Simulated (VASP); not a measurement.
# InSb (I-4m2) in VASP: further runs

The runs below take InSb through single point, with PBEsol.

All numbers are computed with VASP 6.6.1; they aren't measurements. Logs are shortened: lines on timing, memory, paths and dates and some standing lists are left out, and cuts for length are marked.

**1. The cell of the first run**

The structure is tetragonal, space group I-4m2 (No. 119). The conventional cell has a = 4.581 Å, b = 4.581 Å, c = 6.219 Å, α = 90.00°, β = 90.00°, γ = 90.00°. Within 3.6 Å of In (site symmetry -4m2) lie 4 Sb at 2.77 Å. Sb (site symmetry -4m2) has 4 In at 2.77 Å within 3.6 Å.

**2. Single point, PBEsol (strain -0.0400 x Voigt [0, 0, 1, 0, 0, 0])**

File INCAR:

```
SYSTEM = InSb
  PREC = Accurate
  ENCUT = 520
  EDIFF = 1E-6
  ISMEAR = 0
  SIGMA = 0.15
  LREAL = .False.
  LASPH = .True.
  NELM = 60
  ALGO = Normal
  ISIF = 2
  LWAVE = .False.
  LCHARG = .False.
  GGA = PS
  NBANDS = 16
```

File KPOINTS:

```
Automatic mesh
0
Gamma
  12 12 12
  0 0 0
```

File POSCAR:

```
InSb
1.0
    0.0000000000      3.2391000000      3.1095360000
    3.2391000000      0.0000000000      3.1095360000
    3.2391000000      3.2391000000      0.0000000000
In Sb
1 1
Direct
    0.0000000000      0.0000000000      0.0000000000
    0.7500000000      0.7500000000      0.7500000000
```

Potentials or basis: VASP PAW PBE potentials, release 64 (In_d, Sb).

Run with:

```bash
$ cat potpaw_PBE.64/In_d/POTCAR potpaw_PBE.64/Sb/POTCAR > POTCAR
$ mpirun -np 1 vasp_std > vasp.out
```

OUTCAR:

```text
SYSTEM = InSb
   PREC = Accurate
   ENCUT = 520
   EDIFF = 1E-6
   ISMEAR = 0
   LREAL = .False.
   LASPH = .True.
   NELM = 60
   ISIF = 2
   GGA = PS

 ion  position               nearest neighbor table
   1  0.000  0.000  0.000-   2 2.77   2 2.77   2 2.77   2 2.77
   2  0.750  0.750  0.750-   1 2.77   1 2.77   1 2.77   1 2.77

  LATTYP: Found a body centered tetragonal cell.
 ALAT       =     4.5807791499
 C/A-ratio  =     1.3576450199

  Lattice vectors:

 A1 = (   0.0000000000,  -3.2391000000,  -3.1095360000)
 A2 = (   0.0000000000,   3.2391000000,  -3.1095360000)
 A3 = (   3.2391000000,   0.0000000000,   3.1095360000)

Analysis of symmetry for initial positions (statically):
=====================================================================
 Subroutine PRICEL returns:
 Original cell was already a primitive cell.

 Routine SETGRP: Setting up the symmetry group for a
 body centered tetragonal supercell.

 Subroutine GETGRP returns: Found  8 space group operations
 (whereof  8 operations were pure point group operations)
 out of a pool of 16 trial point group operations.

The static configuration has the point symmetry D_2d.

Analysis of symmetry for dynamics (positions and initial velocities):
=====================================================================
 Subroutine PRICEL returns:
 Original cell was already a primitive cell.

 Routine SETGRP: Setting up the symmetry group for a
 body centered tetragonal supercell.

 Subroutine GETGRP returns: Found  8 space group operations
 (whereof  8 operations were pure point group operations)
 out of a pool of 16 trial point group operations.

The dynamic configuration has the point symmetry D_2d.

 Subroutine INISYM returns: Found  8 space group operations
 (whereof  8 operations are pure point group operations),
 and found     1 'primitive' translations

----------------------------------------------------------------------------------------

                                     Primitive cell

  volume of cell :      65.2491

  direct lattice vectors                    reciprocal lattice vectors
     0.000000000  3.239100000  3.109536000    -0.154363867  0.154363867  0.160795694
     3.239100000  0.000000000  3.109536000     0.154363867 -0.154363867  0.160795694
     3.239100000  3.239100000  0.000000000     0.154363867  0.154363867 -0.160795694

  length of vectors
     4.490098322  4.490098322  4.580779150     0.271130341  0.271130341  0.271130341

  position of ions in fractional coordinates (direct lattice)
     0.000000000  0.000000000  0.000000000
     0.750000000  0.750000000  0.750000000

  ion indices of the primitive-cell ions
   primitive index   ion index
                 1           1
                 2           2

----------------------------------------------------------------------------------------

 KPOINTS: Automatic mesh

Automatic generation of k-mesh.
 Grid dimensions read from file:
 generate k-points for:   12   12   12

 Generating k-lattice:

  Cartesian coordinates                     Fractional coordinates (reciprocal lattice)
    -0.012863656  0.012863656  0.013399641     0.083333333 -0.000000000  0.000000000
     0.012863656 -0.012863656  0.013399641    -0.000000000  0.083333333  0.000000000
     0.012863656  0.012863656 -0.013399641     0.000000000  0.000000000  0.083333333

  Length of vectors
     0.022594195  0.022594195  0.022594195

  Shift w.r.t. Gamma in fractional coordinates (k-lattice)
     0.000000000  0.000000000  0.000000000

 Subroutine IBZKPT returns following result:
 ===========================================

 Found    163 irreducible k-points:

 Following reciprocal coordinates:
            Coordinates               Weight
  0.000000  0.000000  0.000000      1.000000
  0.083333 -0.000000  0.000000      8.000000
  0.166667 -0.000000  0.000000      8.000000
  0.250000 -0.000000  0.000000      8.000000
  0.333333 -0.000000  0.000000      8.000000
  0.416667 -0.000000  0.000000      8.000000
[... 16 lines left out ...]
  0.500000  0.166667  0.000000      8.000000
 -0.416667  0.166667  0.000000      8.000000
 [... further k-points ...]
   k-points           NKPTS =    163   k-points in BZ     NKDIM =    163   number of bands    NBANDS=     16
   number of dos      NEDOS =    301   number of ions     NIONS =      2
   total plane-waves  NPLWV =  46656
   dimension x,y,z NGX =    36 NGY =   36 NGZ =   36
   dimension x,y,z NGXF=    72 NGYF=   72 NGZF=   72
   ions per type =               1   1
   NGX,Y,Z   is equivalent  to a cutoff of  13.33, 13.33, 13.07 a.u.
   NGXF,Y,Z  is equivalent  to a cutoff of  26.66, 26.66, 26.13 a.u.
 SYSTEM =  InSb
   PREC   = accura    normal or accurate (medium, high low for compatibility)
   ISTART =      0    job   : 0-new  1-cont  2-samecut
   ICHARG =      2    charge: 1-file 2-atom 10-const
   ISPIN  =      1    spin polarized calculation?
   LNONCOLLINEAR =      F non collinear calculations
   LSORBIT =      F    spin-orbit coupling
   LASPH  =      T    aspherical Exc in radial PAW
   ENCUT  =  520.0 eV  38.22 Ry    6.18 a.u.   8.35  8.35  8.52*2*pi/ulx,y,z
   NELM   =     60;   NELMIN=  2; NELMDL= -5     # of ELM steps
   EDIFF  = 0.1E-05   stopping-criterion for ELM
   LREAL  =      F    real-space projection
   EDIFFG = 0.1E-04   stopping-criterion for IOM
   NSW    =      0    number of steps for IOM
   IBRION =     -1    ionic relax: 0-MD 1-quasi-New 2-CG
   NFREE  =      0    steps in history (QN), initial steepest desc. (CG)
   ISIF   =      2    stress and relaxation
   ISYM   =      2    0-nonsym 1-usesym 2-fastsym
   POTIM  = 0.5000    time-step for ionic-motion
   TEBEG  =    0.0;   TEEND  =   0.0 temperature during run
   PSTRESS=    0.0 pullay stress
   NELECT =      18.0000    total number of electrons
   NUPDOWN=      -1.0000    fix difference up-down
   EMIN   =  10.00;   EMAX   =-10.00  energy-range for DOS
   EFERMI =   0.00;   METHOD = LEGACY
   ISMEAR =     0;   SIGMA  =   0.15  broadening in eV -4-tet -1-fermi 0-gaus
   EFERMI_NEDOS =   21; number of points for ismear=-14 and -15
   IALGO  =     38    algorithm
   IMIX   =      4    mixing-type and parameters
     AMIX     =   0.40;   BMIX     =  1.00
     AMIX_MAG =   1.60;   BMIX_MAG =  1.00
  volume/ion in A,a.u.               =      32.62       220.16
  Fermi-wavevector in a.u.,A,eV,Ry     =   1.065715  2.013909 15.452783  1.135748
  Thomas-Fermi vector in A             =   2.201275
   LORBIT       =      0    0 simple, 1 ext, 2 COOP (PROOUT), +10 PAW based schemes
   GGA     = PS    functional components
   LHFCALC =     F    Hartree Fock is set to
   AEXX    =    0.0000 exact exchange contribution
   IVDW    =     0    specifies the selected vdW correction
   LEPSILON=     F    determine dielectric tensor
   LRPA    =     F    only Hartree local field effects (RPA)
 non-spin polarized calculation
 Gauss-broadening in eV      SIGMA  =   0.15
  energy-cutoff  :      520.00
  volume of cell :       65.25
 maximum number of plane-waves:      1780
 NGX is ok and might be reduce to    36
   NGX = 17   NGY = 17   NGZ = 17

 number of electron      18.0000001 magnetization

 Free energy of the ion-electron system (eV)
  ---------------------------------------------------
  ext. energy  EPLUGINS =         0.00000000
  ---------------------------------------------------
  free energy    TOTEN  =        -7.65912849 eV

  energy without entropy =       -7.65892210  energy(sigma->0) =       -7.65902529

 E-fermi :   5.5562     XC(G=0):  -9.0479

 val. band max:        5.5394846283   @ k =   0.0000   0.0000   0.0000
 cond. band min:       5.9318378170   @ k =   0.5000  -0.0000   0.0000
 fundamental gap:      0.3923531886
 Fermi energy:         5.5561846291

 k-point     1 :       0.0000    0.0000    0.0000
  band No.  band energies     occupation
      1      -9.2322      2.00000
      2      -9.2322      2.00000
      3      -9.2246      2.00000
      4      -9.1334      2.00000
      5      -9.1293      2.00000
      6      -5.6096      2.00000
[... 8 lines left out ...]
     15      13.4671      0.00000
     16      13.9128      0.00000

 k-point     2 :       0.0833   -0.0000    0.0000
  band No.  band energies     occupation
      1      -9.2348      2.00000
      2      -9.2304      2.00000
      3      -9.2243      2.00000
      4      -9.1336      2.00000
      5      -9.1293      2.00000
      6      -5.5419      2.00000
[... 8 lines left out ...]
     15      12.9325      0.00000
     16      13.2705      0.00000

 k-point     3 :       0.1667   -0.0000    0.0000
  band No.  band energies     occupation
      1      -9.2449      2.00000
      2      -9.2257      2.00000
      3      -9.2206      2.00000
      4      -9.1342      2.00000
      5      -9.1292      2.00000
      6      -5.3436      2.00000
[... 8 lines left out ...]
     15      12.5519      0.00000
     16      12.8732      0.00000

 k-point     4 :       0.2500   -0.0000    0.0000
  band No.  band energies     occupation
      1      -9.2595      2.00000
      2      -9.2197      2.00000
      3      -9.2149      2.00000
      4      -9.1345      2.00000
      5      -9.1285      2.00000
      6      -5.0320      2.00000
[... 8 lines left out ...]
     15      12.6293      0.00000
     16      12.8335      0.00000

 k-point     5 :       0.3333   -0.0000    0.0000
  band No.  band energies     occupation
      1      -9.2739      2.00000
      2      -9.2145      2.00000
      3      -9.2097      2.00000
      4      -9.1343      2.00000
      5      -9.1272      2.00000
      6      -4.6485      2.00000
[... 8 lines left out ...]
     15      13.1868      0.00000
     16      13.2023      0.00000

 k-point     6 :       0.4167   -0.0000    0.0000
  band No.  band energies     occupation
      1      -9.2843      2.00000
      2      -9.2111      2.00000
      3      -9.2063      2.00000
      4      -9.1337      2.00000
      5      -9.1256      2.00000
      6      -4.2875      2.00000
[... 8 lines left out ...]
     15      13.9560      0.00000
     16      14.1091      0.00000

 k-point     7 :       0.5000   -0.0000    0.0000
  band No.  band energies     occupation
      1      -9.2881      2.00000
      2      -9.2100      2.00000
      3      -9.2051      2.00000
      4      -9.1334      2.00000
      5      -9.1249      2.00000
      6      -4.1260      2.00000
[... 8 lines left out ...]
     15      14.5518      0.00000
     16      14.8239      0.00000

 k-point     8 :       0.0833    0.0833    0.0000
  band No.  band energies     occupation
      1      -9.2325      2.00000
      2      -9.2287      2.00000
      3      -9.2287      2.00000
      4      -9.1349      2.00000
      5      -9.1284      2.00000
      6      -5.5151      2.00000
[... 8 lines left out ...]
     15      12.9167      0.00000
     16      13.5430      0.00000

 k-point     9 :       0.1667    0.0833    0.0000
  band No.  band energies     occupation
      1      -9.2436      2.00000
      2      -9.2240      2.00000
      3      -9.2235      2.00000
      4      -9.1365      2.00000
      5      -9.1276      2.00000
      6      -5.3562      2.00000
[... 8 lines left out ...]
     15      12.5053      0.00000
     16      13.2420      0.00000
[... 172 lines left out ...]
 k-point    19 :       0.1667    0.1667    0.0000
  band No.  band energies     occupation
      1      -9.2531      2.00000
      2      -9.2192      2.00000
      3      -9.2192      2.00000
      4      -9.1394      2.00000
      5      -9.1261      2.00000
      6      -5.2377      2.00000
[... 8 lines left out ...]
     15      12.9268      0.00000
     16      13.7701      0.00000

 k-point    20 :       0.2500    0.1667    0.0000
  band No.  band energies     occupation
      1      -9.2666      2.00000
      2      -9.2130      2.00000
      3      -9.2128      2.00000
      4      -9.1419      2.00000
      5      -9.1247      2.00000
      6      -4.9976      2.00000
[... 8 lines left out ...]
     15      13.6100      0.00000
     16      13.7906      0.00000

 k-point    21 :       0.3333    0.1667    0.0000
  band No.  band energies     occupation
      1      -9.2798      2.00000
      2      -9.2074      2.00000
      3      -9.2068      2.00000
      4      -9.1432      2.00000
      5      -9.1234      2.00000
      6      -4.6605      2.00000
[... 8 lines left out ...]
     15      13.7674      0.00000
     16      14.1302      0.00000

 k-point    22 :       0.4167    0.1667    0.0000
  band No.  band energies     occupation
      1      -9.2900      2.00000
      2      -9.2034      2.00000
      3      -9.2028      2.00000
      4      -9.1426      2.00000
      5      -9.1229      2.00000
      6      -4.2834      2.00000
[... 8 lines left out ...]
     15      14.2681      0.00000
     16      14.8392      0.00000

 k-point    23 :       0.5000    0.1667    0.0000
  band No.  band energies     occupation
      1      -9.2952      2.00000
      2      -9.2014      2.00000
      3      -9.2014      2.00000
      4      -9.1404      2.00000
      5      -9.1237      2.00000
      6      -3.9899      2.00000
[... 8 lines left out ...]
     15      14.6324      0.00000
     16      14.8587      0.00000

 k-point    24 :      -0.4167    0.1667    0.0000
  band No.  band energies     occupation
      1      -9.2945      2.00000
      2      -9.2025      2.00000
      3      -9.2010      2.00000
      4      -9.1376      2.00000
      5      -9.1259      2.00000
      6      -3.9579      2.00000
[... 8 lines left out ...]
     15      13.7391      0.00000
     16      14.1179      0.00000

 [... further k-points ...]

------------------------ aborting loop because EDIFF is reached ----------------------------------------

  FORCE on cell =-STRESS in cart. coord.  units (eV):
  Direction    XX          YY          ZZ          XY          YZ          ZX
  --------------------------------------------------------------------------------------
  -------------------------------------------------------------------------------------
  Total        1.0619951      1.0619951      1.4649432      0.0000000      0.0000000     -0.0000000
  in kB       26.0770714     26.0770714     35.9713782      0.0000000      0.0000000     -0.0000000
  external PRESSURE =      29.3751737 kB  Pullay stress =       0.0000000 kB

 VOLUME and BASIS-vectors are now :
 -----------------------------------------------------------------------------
  energy-cutoff  :      520.00
  volume of cell :       65.25
      direct lattice vectors                 reciprocal lattice vectors
     0.000000000  3.239100000  3.109536000    -0.154363867  0.154363867  0.160795694
     3.239100000  0.000000000  3.109536000     0.154363867 -0.154363867  0.160795694
     3.239100000  3.239100000  0.000000000     0.154363867  0.154363867 -0.160795694

 POSITION                                       TOTAL-FORCE (eV/Angst)
 -----------------------------------------------------------------------------------
      0.00000      0.00000      0.00000         0.000000      0.000000      0.000000
      4.85865      4.85865      4.66430        -0.000000     -0.000000      0.000000
 -----------------------------------------------------------------------------------
    total drift:                               -0.000000     -0.000000      0.000001

  FREE ENERGIE OF THE ION-ELECTRON SYSTEM (eV)
  ---------------------------------------------------
  free  energy   TOTEN  =        -7.6591284867 eV

  energy  without entropy=       -7.6589220959  energy(sigma->0) =       -7.65902529
```

Wall time 4.5 min (1 thread of Intel Xeon 8259CL, shared host); peak memory 0.33 GiB.

Results:

```
Free energy            : -7.6591 eV
Pressure               : 2.9 GPa
Band gap on the k mesh : 0.16 eV
```

Stress tensor (GPa, compression positive):
```
2.61 0.00 0.00
0.00 2.61 0.00
0.00 0.00 3.60
```

Caveat: the cell differs from its parent crystal (strain -0.0400 x Voigt [0, 0, 1, 0, 0, 0]); semilocal functionals underestimate gaps, and a narrow one can read as zero; the PAW data sets were made with another functional, which shifts forces and pressure a little; spin-orbit coupling is left out, which moves the levels of the heavy elements. A k mesh can miss the band edges.

[end of part 1 of 2]

The gap in the log of VASP goes by the Fermi energy; the results here count the filled bands.